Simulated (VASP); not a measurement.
# Ge16N (a cell with a defect) in VASP: single point with PBEsol

Aim: the single point of Ge16N (a cell with a defect) with PBEsol.

Everything below comes from runs of VASP 6.6.1. Logs are shortened: lines on timing, memory, paths and dates and some standing lists are left out, and cuts for length are marked.

## Step 1: The cell of the first run

The cell holds a defect, 17 atoms: a = 8.004 Å, b = 8.004 Å, c = 8.004 Å, α = 60.00°, β = 60.00°, γ = 60.00°.

## Step 2: Single point, PBEsol

File INCAR:

```
SYSTEM = Ge16N
PREC = Accurate ; ENCUT = 520
EDIFF = 1E-6 ; ISMEAR = -1
SIGMA = 0.05 ; LREAL = Auto
LASPH = .TRUE. ; NELM = 80
ALGO = Normal ; ISIF = 2
LWAVE = .FALSE. ; LCHARG = .TRUE.
GGA = PS ; LELF = .TRUE.
LVHAR = .TRUE. ; NBANDS = 128
```

File KPOINTS:

```
regular mesh
0
G
  2 2 2
  0 0 0
```

File POSCAR:

```
Ge16N
1.0
    0.0000000000      5.6600000000      5.6600000000
    5.6600000000      0.0000000000      5.6600000000
    5.6600000000      5.6600000000      0.0000000000
Ge N
16 1
Direct
   -0.0284634306      0.0171211614     -0.0045004189
    0.1033859640      0.1510520340      0.1001738509
   -0.0099791070      0.0533018108      0.4710703438
    0.2265622485      0.0525446829      0.6599634319
   -0.0133823370      0.5253139423     -0.0359523761
    0.1026841260      0.6463846298      0.1011716788
   -0.0088560065      0.4853130394      0.4716018342
    0.1009674343      0.6568037407      0.5874353152
    0.4755775101      0.0092809350      0.0066315929
    0.5952559989      0.1355644292      0.1339674974
    0.5926619060     -0.0424406072      0.4920033474
    0.6202249909      0.1471767441      0.6360835935
    0.4751604151      0.5087801475      0.0068557125
    0.6128922021      0.6356756781      0.1159149608
    0.4746367868      0.5177108098      0.4913741559
    0.6219977120      0.5956999442      0.6364029727
    0.1193711862      0.2162561780      0.4491397072
```

Potentials or basis: VASP PAW PBE potentials, release 64 (Ge_d, N).

The run is started by

```bash
$ cat potpaw_PBE.64/Ge_d/POTCAR potpaw_PBE.64/N/POTCAR > POTCAR
$ mpirun -np 1 vasp_std > vasp.out
```

OUTCAR:

```text
SYSTEM = Ge16N
   PREC = Accurate
   ENCUT = 520
   EDIFF = 1E-6
   ISMEAR = -1
   LREAL = Auto
   LASPH = .TRUE.
   NELM = 80
   ISIF = 2
   GGA = PS

 ion  position               nearest neighbor table
   1  0.972  0.017  0.995-   4 2.41   2 2.42   6 2.43  10 2.46
   2  0.103  0.151  0.100-   1 2.42   3 2.44   9 2.44   5 2.45
   3  0.990  0.053  0.471-  17 1.93  12 2.44   2 2.44   8 2.60
   4  0.227  0.053  0.660-  17 1.85   1 2.41  11 2.41
   5  0.987  0.525  0.964-   2 2.45   6 2.45  14 2.45   8 2.46
   6  0.103  0.646  0.101-   1 2.43   7 2.44  13 2.44   5 2.45
   7  0.991  0.485  0.472-  17 1.93  16 2.43   6 2.44   8 2.61
   8  0.101  0.657  0.587-  15 2.45   5 2.46   3 2.60   7 2.61
   9  0.476  0.009  0.007-  12 2.43  10 2.44   2 2.44  14 2.44
  10  0.595  0.136  0.134-  13 2.44   9 2.44   1 2.46  11 2.48
  11  0.593  0.958  0.492-   4 2.41  12 2.45  16 2.45  10 2.48
  12  0.620  0.147  0.636-   9 2.43   3 2.44  15 2.44  11 2.45
  13  0.475  0.509  0.007-  16 2.43  10 2.44   6 2.44  14 2.45
  14  0.613  0.636  0.116-   9 2.44  13 2.45   5 2.45  15 2.46
  15  0.475  0.518  0.491-  12 2.44  16 2.44   8 2.45  14 2.46
  16  0.622  0.596  0.636-   7 2.43  13 2.43  15 2.44  11 2.45
  17  0.119  0.216  0.449-   4 1.85   7 1.93   3 1.93

  LATTYP: Found a face centered cubic cell.
 ALAT       =    11.3200000000

  Lattice vectors:

 A1 = (   0.0000000000,   5.6600000000,   5.6600000000)
 A2 = (   5.6600000000,   0.0000000000,   5.6600000000)
 A3 = (   5.6600000000,   5.6600000000,   0.0000000000)

Analysis of symmetry for initial positions (statically):
=====================================================================
 Subroutine PRICEL returns:
 Original cell was already a primitive cell.

 Routine SETGRP: Setting up the symmetry group for a
 face centered cubic supercell.

 Subroutine GETGRP returns: Found  1 space group operations
 (whereof  1 operations were pure point group operations)
 out of a pool of 48 trial point group operations.

The static configuration has the point symmetry C_1 .

Analysis of symmetry for dynamics (positions and initial velocities):
=====================================================================
 Subroutine PRICEL returns:
 Original cell was already a primitive cell.

 Routine SETGRP: Setting up the symmetry group for a
 face centered cubic supercell.

 Subroutine GETGRP returns: Found  1 space group operations
 (whereof  1 operations were pure point group operations)
 out of a pool of 48 trial point group operations.

The dynamic configuration has the point symmetry C_1 .

 Subroutine INISYM returns: Found  1 space group operations
 (whereof  1 operations are pure point group operations),
 and found     1 'primitive' translations

----------------------------------------------------------------------------------------

                                     Primitive cell

  volume of cell :     362.6430

  direct lattice vectors                    reciprocal lattice vectors
     0.000000000  5.660000000  5.660000000    -0.088339223  0.088339223  0.088339223
     5.660000000  0.000000000  5.660000000     0.088339223 -0.088339223  0.088339223
     5.660000000  5.660000000  0.000000000     0.088339223  0.088339223 -0.088339223

  length of vectors
     8.004448763  8.004448763  8.004448763     0.153008022  0.153008022  0.153008022

  position of ions in fractional coordinates (direct lattice)
     0.971536569  0.017121161  0.995499581
     0.103385964  0.151052034  0.100173851
     0.990020893  0.053301811  0.471070344
     0.226562249  0.052544683  0.659963432
     0.986617663  0.525313942  0.964047624
     0.102684126  0.646384630  0.101171679
[... 9 lines left out ...]
     0.621997712  0.595699944  0.636402973
     0.119371186  0.216256178  0.449139707

  ion indices of the primitive-cell ions
   primitive index   ion index
                 1           1
                 2           2
                 3           3
                 4           4
                 5           5
                 6           6
[... 9 lines left out ...]
                16          16
                17          17

----------------------------------------------------------------------------------------

 KPOINTS: regular mesh

Automatic generation of k-mesh.
 Grid dimensions read from file:
 generate k-points for:    2    2    2

 Generating k-lattice:

  Cartesian coordinates                     Fractional coordinates (reciprocal lattice)
    -0.044169611  0.044169611  0.044169611     0.500000000  0.000000000  0.000000000
     0.044169611 -0.044169611  0.044169611     0.000000000  0.500000000  0.000000000
     0.044169611  0.044169611 -0.044169611     0.000000000  0.000000000  0.500000000

  Length of vectors
     0.076504011  0.076504011  0.076504011

  Shift w.r.t. Gamma in fractional coordinates (k-lattice)
     0.000000000  0.000000000  0.000000000

 Subroutine IBZKPT returns following result:
 ===========================================

 Found      8 irreducible k-points:

 Following reciprocal coordinates:
            Coordinates               Weight
  0.000000  0.000000  0.000000      1.000000
  0.500000  0.000000  0.000000      1.000000
  0.000000  0.500000  0.000000      1.000000
  0.000000  0.000000  0.500000      1.000000
  0.500000  0.500000  0.500000      1.000000
  0.500000  0.500000  0.000000      1.000000
  0.000000  0.500000  0.500000      1.000000
  0.500000  0.000000  0.500000      1.000000
   k-points           NKPTS =      8   k-points in BZ     NKDIM =      8   number of bands    NBANDS=    128
   number of dos      NEDOS =    301   number of ions     NIONS =     17
   total plane-waves  NPLWV = 216000
   dimension x,y,z NGX =    60 NGY =   60 NGZ =   60
   dimension x,y,z NGXF=   120 NGYF=  120 NGZF=  120
   ions per type =              16   1
   NGX,Y,Z   is equivalent  to a cutoff of  12.46, 12.46, 12.46 a.u.
   NGXF,Y,Z  is equivalent  to a cutoff of  24.92, 24.92, 24.92 a.u.
 SYSTEM =  Ge16N
   PREC   = accura    normal or accurate (medium, high low for compatibility)
   ISTART =      0    job   : 0-new  1-cont  2-samecut
   ICHARG =      2    charge: 1-file 2-atom 10-const
   ISPIN  =      1    spin polarized calculation?
   LNONCOLLINEAR =      F non collinear calculations
   LSORBIT =      F    spin-orbit coupling
   LASPH  =      T    aspherical Exc in radial PAW
   ENCUT  =  520.0 eV  38.22 Ry    6.18 a.u.  14.88 14.88 14.88*2*pi/ulx,y,z
   NELM   =     80;   NELMIN=  2; NELMDL= -5     # of ELM steps
   EDIFF  = 0.1E-05   stopping-criterion for ELM
   LREAL  =      T    real-space projection
   EDIFFG = 0.1E-04   stopping-criterion for IOM
   NSW    =      0    number of steps for IOM
   IBRION =     -1    ionic relax: 0-MD 1-quasi-New 2-CG
   NFREE  =      0    steps in history (QN), initial steepest desc. (CG)
   ISIF   =      2    stress and relaxation
   ISYM   =      2    0-nonsym 1-usesym 2-fastsym
   POTIM  = 0.5000    time-step for ionic-motion
   TEBEG  =    0.0;   TEEND  =   0.0 temperature during run
   PSTRESS=    0.0 pullay stress
   NELECT =     229.0000    total number of electrons
   NUPDOWN=      -1.0000    fix difference up-down
   EMIN   =  10.00;   EMAX   =-10.00  energy-range for DOS
   EFERMI =   0.00;   METHOD = LEGACY
   ISMEAR =    -1;   SIGMA  =   0.05  broadening in eV -4-tet -1-fermi 0-gaus
   EFERMI_NEDOS =   21; number of points for ismear=-14 and -15
   IALGO  =     38    algorithm
   IMIX   =      4    mixing-type and parameters
     AMIX     =   0.40;   BMIX     =  1.00
     AMIX_MAG =   1.60;   BMIX_MAG =  1.00
  volume/ion in A,a.u.               =      21.33       143.96
  Fermi-wavevector in a.u.,A,eV,Ry     =   1.404517  2.654152 26.839765  1.972667
  Thomas-Fermi vector in A             =   2.527070
   LORBIT       =      0    0 simple, 1 ext, 2 COOP (PROOUT), +10 PAW based schemes
   GGA     = PS    functional components
   LHFCALC =     F    Hartree Fock is set to
   AEXX    =    0.0000 exact exchange contribution
   IVDW    =     0    specifies the selected vdW correction
   LEPSILON=     F    determine dielectric tensor
   LRPA    =     F    only Hartree local field effects (RPA)
 non-spin polarized calculation
  energy-cutoff  :      520.00
  volume of cell :      362.64
 maximum number of plane-waves:      9841
 NGX is ok and might be reduce to    60
   NGX = 29   NGY = 29   NGZ = 29

 number of electron     229.0000019 magnetization

 Free energy of the ion-electron system (eV)
  ---------------------------------------------------
  ext. energy  EPLUGINS =         0.00000000
  ---------------------------------------------------
  free energy    TOTEN  =       -83.62078956 eV

  energy without entropy =      -83.59087023  energy(sigma->0) =      -83.60582990

 E-fermi :   4.9804     XC(G=0): -10.2745

 val. band max:        4.9468415247   @ k =   0.5000   0.0000   0.5000
 cond. band min:       5.0199220042   @ k =   0.5000   0.0000   0.0000
 fundamental gap:      0.0730804795
 Fermi energy:         4.9803559713

 k-point     1 :       0.0000    0.0000    0.0000
  band No.  band energies     occupation
      1     -20.0112      2.00000
      2     -19.9478      2.00000
      3     -19.9247      2.00000
      4     -19.9173      2.00000
      5     -19.8462      2.00000
      6     -19.8121      2.00000
[... 118 lines left out ...]
    125       7.0521      0.00000
    126       7.3291      0.00000

 k-point     2 :       0.5000    0.0000    0.0000
  band No.  band energies     occupation
      1     -20.0110      2.00000
      2     -19.9480      2.00000
      3     -19.9252      2.00000
      4     -19.9178      2.00000
      5     -19.8520      2.00000
      6     -19.8158      2.00000
[... 118 lines left out ...]
    125       8.4540      0.00000
    126       8.5612      0.00000

 k-point     3 :       0.0000    0.5000    0.0000
  band No.  band energies     occupation
      1     -20.0112      2.00000
      2     -19.9477      2.00000
      3     -19.9252      2.00000
      4     -19.9174      2.00000
      5     -19.8484      2.00000
      6     -19.8124      2.00000
[... 118 lines left out ...]
    125       8.2017      0.00000
    126       8.6340      0.00000

 k-point     4 :       0.0000    0.0000    0.5000
  band No.  band energies     occupation
      1     -20.0111      2.00000
      2     -19.9474      2.00000
      3     -19.9254      2.00000
      4     -19.9175      2.00000
      5     -19.8492      2.00000
      6     -19.8170      2.00000
[... 118 lines left out ...]
    125       8.3860      0.00000
    126       8.5462      0.00000

 k-point     5 :       0.5000    0.5000    0.5000
  band No.  band energies     occupation
      1     -20.0112      2.00000
      2     -19.9478      2.00000
      3     -19.9253      2.00000
      4     -19.9176      2.00000
      5     -19.8487      2.00000
      6     -19.8084      2.00000
[... 118 lines left out ...]
    125       8.2424      0.00000
    126       8.6284      0.00000

 k-point     6 :       0.5000    0.5000    0.0000
  band No.  band energies     occupation
      1     -20.0110      2.00000
      2     -19.9476      2.00000
      3     -19.9253      2.00000
      4     -19.9177      2.00000
      5     -19.8504      2.00000
      6     -19.8154      2.00000
[... 118 lines left out ...]
    125       8.8009      0.00000
    126       8.9578      0.00000

 k-point     7 :       0.0000    0.5000    0.5000
  band No.  band energies     occupation
      1     -20.0110      2.00000
      2     -19.9475      2.00000
      3     -19.9252      2.00000
      4     -19.9176      2.00000
      5     -19.8503      2.00000
      6     -19.8167      2.00000
[... 118 lines left out ...]
    125       8.7720      0.00000
    126       8.9448      0.00000

 k-point     8 :       0.5000    0.0000    0.5000
  band No.  band energies     occupation
      1     -20.0113      2.00000
      2     -19.9480      2.00000
      3     -19.9258      2.00000
      4     -19.9177      2.00000
      5     -19.8510      2.00000
      6     -19.8107      2.00000
[... 118 lines left out ...]
    125       8.8157      0.00000
    126       9.1369      0.00000
 [bands above 126 left out]

------------------------ aborting loop because EDIFF is reached ----------------------------------------

  FORCE on cell =-STRESS in cart. coord.  units (eV):
  Direction    XX          YY          ZZ          XY          YZ          ZX
  --------------------------------------------------------------------------------------
  -------------------------------------------------------------------------------------
  Total        4.0209233      8.2041400      3.9501248      0.0465801     -0.1799254     -2.4362303
  in kB       17.7646673     36.2463565     17.4518759      0.2057934     -0.7949205    -10.7634038
  external PRESSURE =      23.8209666 kB  Pullay stress =       0.0000000 kB

 VOLUME and BASIS-vectors are now :
 -----------------------------------------------------------------------------
  energy-cutoff  :      520.00
  volume of cell :      362.64
      direct lattice vectors                 reciprocal lattice vectors
     0.000000000  5.660000000  5.660000000    -0.088339223  0.088339223  0.088339223
     5.660000000  0.000000000  5.660000000     0.088339223 -0.088339223  0.088339223
     5.660000000  5.660000000  0.000000000     0.088339223  0.088339223 -0.088339223

 POSITION                                       TOTAL-FORCE (eV/Angst)
 -----------------------------------------------------------------------------------
      5.73143     11.13342      5.59580        -0.017382     -0.015249      0.002825
      1.42194      1.15215      1.44012        -0.006438      0.001817      0.012306
      2.96795      8.26978      5.90521         0.026351      0.000968      0.058608
      4.03280      5.01774      1.57975         0.023583     -0.027140      0.002667
      8.42979     11.04077      8.55753         0.003412      0.002822     -0.001694
      4.23117      1.15382      4.23973        -0.015404     -0.008550      0.015141
[... 9 lines left out ...]
      6.97370      7.12255      6.89217         0.005162     -0.014328     -0.035515
      3.76614      3.21777      1.89965         0.022250      0.002112     -0.062461
 -----------------------------------------------------------------------------------
    total drift:                                0.000266      0.001994     -0.000021

  FREE ENERGIE OF THE ION-ELECTRON SYSTEM (eV)
  ---------------------------------------------------
  free  energy   TOTEN  =       -83.6207895647 eV

  energy  without entropy=      -83.5908702330  energy(sigma->0) =      -83.60582990
```

Run time: 22 min. Hardware: 1 thread of Oxide Virtual Turin-like, shared host; peak memory 0.58 GiB.

What came out:

```
Free energy            : -83.6208 eV
Pressure               : 2.4 GPa
Largest force          : 0.066 eV/Å
Band gap on the k mesh : zero (an odd number of electrons rules out a gap without spin polarisation)
```

Forces on the atoms (eV/Å):
```
Ge  -0.017 -0.015  0.003
Ge  -0.006  0.002  0.012
Ge   0.026  0.001  0.059
Ge   0.024 -0.027  0.003
Ge   0.003  0.003 -0.002
Ge  -0.015 -0.009  0.015
Ge  -0.031  0.022 -0.010
Ge  -0.008  0.024 -0.012
Ge   0.001  0.003  0.027
Ge   0.012 -0.007 -0.013
Ge  -0.026 -0.007  0.028
Ge   0.026 -0.003 -0.002
Ge  -0.022  0.005 -0.001
Ge   0.005 -0.015 -0.006
Ge   0.002  0.035 -0.003
Ge   0.005 -0.014 -0.036
N    0.022  0.002 -0.062
```

Stress tensor (GPa, compression positive):
```
 1.78  0.02 -1.08
 0.02  3.62 -0.08
-1.08 -0.08  1.75
```

Caveat: the k points lie up to 0.48 Å⁻¹ apart, too coarse for converged energies and pressures of a metal; the PAW data sets were made with another functional, which shifts forces and pressure a little; an odd number of electrons without spin polarisation forces a metal; a magnetic or distorted state may lie lower.

The gap in the log of VASP goes by the Fermi energy; the results here count the filled bands.